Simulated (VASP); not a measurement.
# Li2SiN3 (P6/mmm) in VASP: notebook

Li2SiN3 is run at these levels: PBE; tasks: single point.

Everything below comes from runs of VASP 6.6.1. Logs are shortened: lines on timing, memory, paths and dates and some standing lists are left out, and cuts for length are marked.

### Step 1. The cell of the first run

It takes space group P6/mmm (No. 191, hexagonal). Conventional cell: a = 3.736 Å, b = 3.736 Å, c = 3.809 Å, α = 90.00°, β = 90.00°, γ = 120.00°. Li (site symmetry -6m2) has 5 N at 1.90 to 2.16 Å and 3 Li at 2.16 Å within 2.5 Å. Within 2.5 Å of Si (site symmetry 6/mmm) lie 8 N at 1.90 to 2.16 Å. Within 2.5 Å of N (site symmetry -6m2) lie 2 Li at 1.90 Å and 3 N at 2.16 Å and 3 Si at 2.16 Å. N (site symmetry 6/mmm) has 2 Si at 1.90 Å and 6 Li at 2.16 Å within 2.5 Å.

The cell was generated, and may not be a known phase.

### Step 2. Single point, PBE, collinear spin, ferromagnetic start

Contents of INCAR:

```
SYSTEM = Li2SiN3
PREC = Accurate
ENCUT = 520
EDIFF = 1E-6
ISMEAR = 0
SIGMA = 0.1
LREAL = .False.
LASPH = .True.
NELM = 150
ALGO = Normal
ISIF = 2
LWAVE = .False.
LCHARG = .False.
ISPIN = 2
MAGMOM = 0 0 0 1 1 1
LORBIT = 11
GGA = PE
NBANDS = 26
```

Contents of KPOINTS:

```
Automatic mesh
0
Gamma
  6 6 4
  0 0 0
```

Contents of POSCAR:

```
Li2SiN3
1.0
    3.7362580667      0.0000000027      0.0000000000
   -1.8681290357      3.2356943995      0.0000000000
    0.0000000000      0.0000000000      3.8085975982
Li Si N
2 1 3
Direct
    0.3333333333      0.6666666667      0.0000000000
    0.6666666667      0.3333333333      0.0000000000
    0.0000000000      0.0000000000      0.5000000000
    0.3333333333      0.6666666667      0.5000000000
    0.6666666667      0.3333333333      0.5000000000
    0.0000000000      0.0000000000      0.0000000000
```

Potentials or basis: VASP PAW PBE potentials, release 64 (Li_sv, Si, N).

Command:

```bash
$ cat potpaw_PBE.64/Li_sv/POTCAR potpaw_PBE.64/Si/POTCAR potpaw_PBE.64/N/POTCAR > POTCAR
$ mpirun -np 1 vasp_std > vasp.out
```

OUTCAR:

```text
SYSTEM = Li2SiN3
   PREC = Accurate
   ENCUT = 520
   EDIFF = 1E-6
   ISMEAR = 0
   LREAL = .False.
   LASPH = .True.
   NELM = 150
   ISIF = 2
   ISPIN = 2
   LORBIT = 11
   GGA = PE

 ion  position               nearest neighbor table
   1  0.333  0.667  0.000-   4 1.90   4 1.90   2 2.16   2 2.16   6 2.16   6 2.16   6 2.16   2 2.16

   2  0.667  0.333  0.000-   5 1.90   5 1.90   1 2.16   1 2.16   6 2.16   6 2.16   6 2.16   1 2.16

   3  0.000  0.000  0.500-   6 1.90   6 1.90   4 2.16   5 2.16   5 2.16   4 2.16   5 2.16   4 2.16

   4  0.333  0.667  0.500-   1 1.90   1 1.90   3 2.16   3 2.16   3 2.16
   5  0.667  0.333  0.500-   2 1.90   2 1.90   3 2.16   3 2.16   3 2.16
   6  0.000  0.000  0.000-   3 1.90   3 1.90   1 2.16   2 2.16   2 2.16   1 2.16   2 2.16   1 2.16

  LATTYP: Found a hexagonal cell.
 ALAT       =     3.7362580667
 C/A-ratio  =     1.0193614922

  Lattice vectors:

 A1 = (   3.7362580667,   0.0000000027,   0.0000000000)
 A2 = (  -1.8681290357,   3.2356943995,   0.0000000000)
 A3 = (   0.0000000000,   0.0000000000,   3.8085975982)

Analysis of symmetry for initial positions (statically):
=====================================================================
 Subroutine PRICEL returns:
 Original cell was already a primitive cell.

 Routine SETGRP: Setting up the symmetry group for a
 hexagonal supercell.

 Subroutine GETGRP returns: Found 24 space group operations
 (whereof 24 operations were pure point group operations)
 out of a pool of 24 trial point group operations.

The static configuration has the point symmetry D_6h.

Analysis of symmetry for dynamics (positions and initial velocities):
=====================================================================
 Subroutine PRICEL returns:
 Original cell was already a primitive cell.

 Routine SETGRP: Setting up the symmetry group for a
 hexagonal supercell.

 Subroutine GETGRP returns: Found 24 space group operations
 (whereof 24 operations were pure point group operations)
 out of a pool of 24 trial point group operations.

The dynamic configuration has the point symmetry D_6h.

Analysis of structural, dynamic, and magnetic symmetry:
=====================================================================
 Subroutine PRICEL returns:
 Original cell was already a primitive cell.

 Routine SETGRP: Setting up the symmetry group for a
 hexagonal supercell.

 Subroutine GETGRP returns: Found 24 space group operations
 (whereof 24 operations were pure point group operations)
 out of a pool of 24 trial point group operations.

The overall configuration has the point symmetry D_6h.

 Subroutine INISYM returns: Found 24 space group operations
 (whereof 24 operations are pure point group operations),
 and found     1 'primitive' translations

----------------------------------------------------------------------------------------

                                     Primitive cell

  volume of cell :      46.0436

  direct lattice vectors                    reciprocal lattice vectors
     3.736258067  0.000000003  0.000000000     0.267647465  0.154526336  0.000000000
    -1.868129036  3.235694399  0.000000000    -0.000000000  0.309052672  0.000000000
     0.000000000  0.000000000  3.808597598     0.000000000  0.000000000  0.262563837

  length of vectors
     3.736258067  3.736258067  3.808597598     0.309052672  0.309052672  0.262563837

  position of ions in fractional coordinates (direct lattice)
     0.333333333  0.666666667  0.000000000
     0.666666667  0.333333333  0.000000000
     0.000000000  0.000000000  0.500000000
     0.333333333  0.666666667  0.500000000
     0.666666667  0.333333333  0.500000000
     0.000000000  0.000000000  0.000000000

  ion indices of the primitive-cell ions
   primitive index   ion index
                 1           1
                 2           2
                 3           3
                 4           4
                 5           5
                 6           6

[... 28 lines left out ...]
  0.000000  0.000000  0.000000      1.000000
  0.166667  0.000000  0.000000      6.000000
  0.333333  0.000000  0.000000      6.000000
  0.500000 -0.000000  0.000000      3.000000
  0.166667  0.166667  0.000000      6.000000
  0.333333  0.166667  0.000000     12.000000
[... 13 lines left out ...]
  0.333333  0.166667  0.500000     12.000000
  0.333333  0.333333  0.500000      2.000000
   k-points           NKPTS =     21   k-points in BZ     NKDIM =     21   number of bands    NBANDS=     26
   number of dos      NEDOS =    301   number of ions     NIONS =      6
   total plane-waves  NPLWV =  21952
   dimension x,y,z NGX =    28 NGY =   28 NGZ =   28
   dimension x,y,z NGXF=    56 NGYF=   56 NGZF=   56
   ions per type =               2   1   3
   NGX,Y,Z   is equivalent  to a cutoff of  12.46, 12.46, 12.22 a.u.
   NGXF,Y,Z  is equivalent  to a cutoff of  24.92, 24.92, 24.44 a.u.
 SYSTEM =  Li2SiN3
   PREC   = accura    normal or accurate (medium, high low for compatibility)
   ISTART =      0    job   : 0-new  1-cont  2-samecut
   ICHARG =      2    charge: 1-file 2-atom 10-const
   ISPIN  =      2    spin polarized calculation?
   LNONCOLLINEAR =      F non collinear calculations
   LSORBIT =      F    spin-orbit coupling
   LASPH  =      T    aspherical Exc in radial PAW
   ENCUT  =  520.0 eV  38.22 Ry    6.18 a.u.   6.95  6.95  7.08*2*pi/ulx,y,z
   NELM   =    150;   NELMIN=  2; NELMDL= -5     # of ELM steps
   EDIFF  = 0.1E-05   stopping-criterion for ELM
   LREAL  =      F    real-space projection
   EDIFFG = 0.1E-04   stopping-criterion for IOM
   NSW    =      0    number of steps for IOM
   IBRION =     -1    ionic relax: 0-MD 1-quasi-New 2-CG
   NFREE  =      0    steps in history (QN), initial steepest desc. (CG)
   ISIF   =      2    stress and relaxation
   ISYM   =      2    0-nonsym 1-usesym 2-fastsym
   POTIM  = 0.5000    time-step for ionic-motion
   TEBEG  =    0.0;   TEEND  =   0.0 temperature during run
   PSTRESS=    0.0 pullay stress
   NELECT =      25.0000    total number of electrons
   NUPDOWN=      -1.0000    fix difference up-down
   EMIN   =  10.00;   EMAX   =-10.00  energy-range for DOS
   EFERMI =   0.00;   METHOD = LEGACY
   ISMEAR =     0;   SIGMA  =   0.10  broadening in eV -4-tet -1-fermi 0-gaus
   EFERMI_NEDOS =   21; number of points for ismear=-14 and -15
   IALGO  =     38    algorithm
   IMIX   =      4    mixing-type and parameters
     AMIX     =   0.40;   BMIX     =  1.00
     AMIX_MAG =   1.60;   BMIX_MAG =  1.00
  volume/ion in A,a.u.               =       7.67        51.79
  Fermi-wavevector in a.u.,A,eV,Ry     =   1.335565  2.523852 24.269171  1.783734
  Thomas-Fermi vector in A             =   2.464259
   LORBIT       =     11    0 simple, 1 ext, 2 COOP (PROOUT), +10 PAW based schemes
   GGA     = PE    functional components
   LHFCALC =     F    Hartree Fock is set to
   AEXX    =    0.0000 exact exchange contribution
   IVDW    =     0    specifies the selected vdW correction
   LEPSILON=     F    determine dielectric tensor
   LRPA    =     F    only Hartree local field effects (RPA)
 spin polarized calculation
 Gauss-broadening in eV      SIGMA  =   0.10
  energy-cutoff  :      520.00
  volume of cell :       46.04
 maximum number of plane-waves:      1254
 NGX is ok and might be reduce to    28
   NGX = 13   NGY = 13   NGZ = 15

 number of electron      24.9999999 magnetization       0.1877786

 Free energy of the ion-electron system (eV)
  ---------------------------------------------------
  ext. energy  EPLUGINS =         0.00000000
  ---------------------------------------------------
  free energy    TOTEN  =       -31.44780440 eV

  energy without entropy =      -31.42752912  energy(sigma->0) =      -31.43766676

 E-fermi :   6.6221     XC(G=0): -11.6788

 val. band max:        6.5837164652   @ k =   0.0000   0.0000   0.0000
 cond. band min:       6.6485889224   @ k =   0.3333   0.0000   0.2500
 fundamental gap:      0.0648724572
 Fermi energy:         6.6221275350

 spin component 1

 k-point     1 :       0.0000    0.0000    0.0000
  band No.  band energies     occupation
      1     -37.6187      1.00000
      2     -37.3353      1.00000
      3     -10.8358      1.00000
      4      -6.1530      1.00000
      5      -3.6396      1.00000
      6      -0.1781      1.00000
[... 556 lines left out ...]
     23      20.5165      0.00000
     24      23.0713      0.00000
 Fermi energy:         6.6221275350

 spin component 2

 k-point     1 :       0.0000    0.0000    0.0000
  band No.  band energies     occupation
      1     -37.6172      1.00000
      2     -37.3339      1.00000
      3     -10.7685      1.00000
      4      -6.0770      1.00000
      5      -3.5294      1.00000
      6      -0.1383      1.00000
[... 556 lines left out ...]
     23      20.5387      0.00000
     24      23.0979      0.00000
 [bands above 24 left out]

------------------------ aborting loop because EDIFF is reached ----------------------------------------

  FORCE on cell =-STRESS in cart. coord.  units (eV):
  Direction    XX          YY          ZZ          XY          YZ          ZX
  --------------------------------------------------------------------------------------
  -------------------------------------------------------------------------------------
  Total       -0.0150457     -0.0150457      0.1569270      0.0000000      0.0000000      0.0000000
  in kB       -0.5235444     -0.5235444      5.4605815      0.0000000      0.0000000      0.0000000
  external PRESSURE =       1.4711642 kB  Pullay stress =       0.0000000 kB

 VOLUME and BASIS-vectors are now :
 -----------------------------------------------------------------------------
  energy-cutoff  :      520.00
  volume of cell :       46.04
      direct lattice vectors                 reciprocal lattice vectors
     3.736258067  0.000000003  0.000000000     0.267647465  0.154526336  0.000000000
    -1.868129036  3.235694399  0.000000000    -0.000000000  0.309052672  0.000000000
     0.000000000  0.000000000  3.808597598     0.000000000  0.000000000  0.262563837

 POSITION                                       TOTAL-FORCE (eV/Angst)
 -----------------------------------------------------------------------------------
     -0.00000      2.15713      0.00000         0.000000     -0.000000      0.000000
      1.86813      1.07856      0.00000         0.000000      0.000000      0.000000
      0.00000      0.00000      1.90430        -0.000000      0.000000      0.000000
     -0.00000      2.15713      1.90430         0.000000     -0.000000      0.000000
      1.86813      1.07856      1.90430        -0.000000      0.000000     -0.000000
      0.00000      0.00000      0.00000        -0.000000      0.000000      0.000000
 -----------------------------------------------------------------------------------
    total drift:                                0.000000      0.000000      0.000000

  FREE ENERGIE OF THE ION-ELECTRON SYSTEM (eV)
  ---------------------------------------------------
  free  energy   TOTEN  =       -31.4478044035 eV

  energy  without entropy=      -31.4275291222  energy(sigma->0) =      -31.43766676

 total charge

# of ion       s       p       d       tot
------------------------------------------
    1        2.043   0.105   0.000   2.148
    2        2.043   0.105   0.000   2.148
    3        0.629   0.708   0.000   1.337
    4        1.338   2.236   0.000   3.574
    5        1.338   2.236   0.000   3.574
    6        1.241   2.484   0.000   3.726
--------------------------------------------------
tot          8.632   7.875   0.000  16.506

 magnetization (x)

# of ion       s       p       d       tot
------------------------------------------
    1        0.000   0.000   0.000   0.001
    2        0.000   0.000   0.000   0.001
    3        0.000  -0.001   0.000  -0.001
    4        0.002   0.048   0.000   0.050
    5        0.002   0.048   0.000   0.050
    6        0.001   0.036   0.000   0.037
--------------------------------------------------
tot          0.006   0.131   0.000   0.137
```

It took 2.3 min on 1 thread of AMD EPYC 7R13, shared host; peak memory 0.16 GiB.

What came out:

```
Free energy                                           : -31.4478 eV
Net moment                                            : 0.19 μB per cell
Site moments                                          : Li +0.00; Si -0.00; N +0.05, +0.04 (each value once) μB
Valence electrons inside the program's atomic spheres : Li 2.15; Si 1.34; N 3.57, 3.73 (each value once)
```

Levels at points of the mesh, in eV from the Fermi level:
Spin up:
```csv
k point,band 11,band 12,band 13,band 14,band 15,band 16
"(0.00, 0.00, 0.00)",-1.47,-0.14,0.58,0.58,1.49,8.88
"(0.50, 0.00, 0.00)",-1.30,-0.98,0.92,1.41,4.21,9.21
"(0.00, 0.00, 0.50)",-2.47,-1.67,-1.67,0.45,5.61,6.79
"(0.50, 0.00, 0.50)",-1.23,0.55,0.55,1.49,7.26,8.08
```
Spin down:
```
           k point  band 9  band 10  band 11  band 12  band 13  band 14  band 15  band 16  band 17  band 18
(0.00, 0.00, 0.00)   -3.80    -3.80    -1.39    -0.04     0.67     0.67     1.52     8.90     8.90     9.24
(0.50, 0.00, 0.00)   -3.23    -2.05    -1.21    -0.90     1.02     1.51     4.26     9.23     9.34     9.38
(0.00, 0.00, 0.50)   -3.02    -2.41    -2.41    -1.61    -1.61     0.56     5.65     6.79     6.79     9.72
(0.50, 0.00, 0.50)   -2.38    -1.33    -1.14     0.65     0.65     1.58     7.31     8.12     8.20     8.46
```

Caveat: the k points lie up to 0.41 Å⁻¹ apart; the cutoff is under 1.25 times the usual one of these potentials, so pressure, stress and relaxed cells hold a basis-set (Pulay) error.

### Step 3. Single point, PBE

Contents of INCAR:

```
PREC = Accurate
ENCUT = 520
EDIFF = 1E-7
ISMEAR = 0
SIGMA = 0.1
LREAL = F
LASPH = T
NELM = 100
ALGO = Normal
ISIF = 2
LWAVE = F
LCHARG = F
GGA = PE
NBANDS = 22
```

Contents of KPOINTS:

```
Automatic mesh
0
Gamma
  12 12 10
```

POSCAR: that of step 2 with these lines changed.

```diff
@@ -2,5 +2,5 @@
 1.0
-    3.7362580667      0.0000000027      0.0000000000
-   -1.8681290357      3.2356943995      0.0000000000
-    0.0000000000      0.0000000000      3.8085975982
+    3.7386349639      0.0000000000      0.0000000000
+   -1.8693174820      3.2377528542      0.0000000000
+    0.0000000000      0.0000000000      3.8043560970
 Li Si N
```

Potentials or basis: VASP PAW PBE potentials, release 64 (Li_sv, Si, N).

Command:

```bash
$ cat potpaw_PBE.64/Li_sv/POTCAR potpaw_PBE.64/Si/POTCAR potpaw_PBE.64/N/POTCAR > POTCAR
$ mpirun -np 1 vasp_std > vasp.out
```

OUTCAR:

```text
PREC = Accurate
   ENCUT = 520
   EDIFF = 1E-7
   ISMEAR = 0
   LREAL = F
   LASPH = T
   NELM = 100
   ISIF = 2
   GGA = PE

 ion  position               nearest neighbor table
   1  0.333  0.667  0.000-   4 1.90   4 1.90   2 2.16   2 2.16   6 2.16   6 2.16   6 2.16   2 2.16

   2  0.667  0.333  0.000-   5 1.90   5 1.90   1 2.16   1 2.16   6 2.16   6 2.16   6 2.16   1 2.16

   3  0.000  0.000  0.500-   6 1.90   6 1.90   4 2.16   5 2.16   5 2.16   4 2.16   5 2.16   4 2.16

   4  0.333  0.667  0.500-   1 1.90   1 1.90   3 2.16   3 2.16   3 2.16
   5  0.667  0.333  0.500-   2 1.90   2 1.90   3 2.16   3 2.16   3 2.16
   6  0.000  0.000  0.000-   3 1.90   3 1.90   1 2.16   2 2.16   2 2.16   1 2.16   2 2.16   1 2.16
[... 809 lines left out ...]
  Total       -0.0359575     -0.0359575      0.1679251      0.0000000     -0.0000000     -0.0000000
  in kB       -1.2510135     -1.2510135      5.8423595      0.0000000     -0.0000000     -0.0000000
  external PRESSURE =       1.1134442 kB  Pullay stress =       0.0000000 kB

 VOLUME and BASIS-vectors are now :
 -----------------------------------------------------------------------------
  energy-cutoff  :      520.00
  volume of cell :       46.05
      direct lattice vectors                 reciprocal lattice vectors
     3.738634964  0.000000000  0.000000000     0.267477304  0.154428093  0.000000000
    -1.869317482  3.237752854  0.000000000     0.000000000  0.308856187  0.000000000
     0.000000000  0.000000000  3.804356097     0.000000000  0.000000000  0.262856571

 POSITION                                       TOTAL-FORCE (eV/Angst)
 -----------------------------------------------------------------------------------
     -0.00000      2.15850      0.00000        -0.000000      0.000000     -0.000000
      1.86932      1.07925      0.00000         0.000000      0.000000      0.000000
      0.00000      0.00000      1.90218        -0.000000      0.000000      0.000000
     -0.00000      2.15850      1.90218        -0.000000      0.000000      0.000000
      1.86932      1.07925      1.90218         0.000000     -0.000000      0.000000
      0.00000      0.00000      0.00000        -0.000000      0.000000      0.000000
 -----------------------------------------------------------------------------------
    total drift:                                0.000000      0.000000      0.000000

  FREE ENERGIE OF THE ION-ELECTRON SYSTEM (eV)
  ---------------------------------------------------
  free  energy   TOTEN  =       -31.4572272796 eV

  energy  without entropy=      -31.4378409119  energy(sigma->0) =      -31.44753410
```

OSZICAR:

```text
N       E                     dE             d eps       ncg     rms          rms(c)
DAV:   1     0.110647834220E+03    0.11065E+03   -0.11876E+04  5024   0.117E+03
DAV:   2    -0.231085347550E+02   -0.13376E+03   -0.12876E+03  6454   0.276E+02
DAV:   3    -0.339869689059E+02   -0.10878E+02   -0.10741E+02  8344   0.604E+01
DAV:   4    -0.344363371742E+02   -0.44937E+00   -0.44451E+00  6842   0.110E+01
DAV:   5    -0.344407133592E+02   -0.43762E-02   -0.43751E-02  6710   0.121E+00    0.112E+01
DAV:   6    -0.318413587810E+02    0.25994E+01   -0.10829E+01  5896   0.185E+01    0.589E+00
DAV:   7    -0.315625340567E+02    0.27882E+00   -0.54777E+00  6014   0.105E+01    0.323E+00
DAV:   8    -0.314599105929E+02    0.10262E+00   -0.48688E-01  5846   0.395E+00    0.150E+00
DAV:   9    -0.314594358779E+02    0.47471E-03   -0.11352E-01  5910   0.181E+00    0.563E-01
DAV:  10    -0.314570604777E+02    0.23754E-02   -0.18505E-02  6276   0.751E-01    0.223E-01
DAV:  11    -0.314572177500E+02   -0.15727E-03   -0.20724E-03  5998   0.271E-01    0.730E-02
DAV:  12    -0.314572299245E+02   -0.12174E-04   -0.22061E-04  6960   0.902E-02    0.371E-02
DAV:  13    -0.314572278547E+02    0.20698E-05   -0.31147E-05  5712   0.371E-02    0.103E-02
DAV:  14    -0.314572274782E+02    0.37646E-06   -0.26159E-06  6518   0.107E-02    0.463E-03
DAV:  15    -0.314572273160E+02    0.16226E-06   -0.10051E-06  6016   0.518E-03    0.169E-03
DAV:  16    -0.314572272796E+02    0.36408E-07   -0.67592E-08  3356   0.198E-03
   1 F= -.31457227E+02 E0= -.31447534E+02  d E =-.193864E-01
```

It took 3.8 min on 1 thread of AMD EPYC 7R13, shared host; peak memory 0.19 GiB.

Results:

```
Free energy            : -31.4572 eV
Band gap on the k mesh : zero (an odd number of electrons rules out a gap without spin polarisation)
```

Caveat: the cutoff is under 1.25 times the usual one of these potentials, so pressure, stress and relaxed cells hold a basis-set (Pulay) error.

The gap in the log of VASP goes by the Fermi energy; the results here count the filled bands.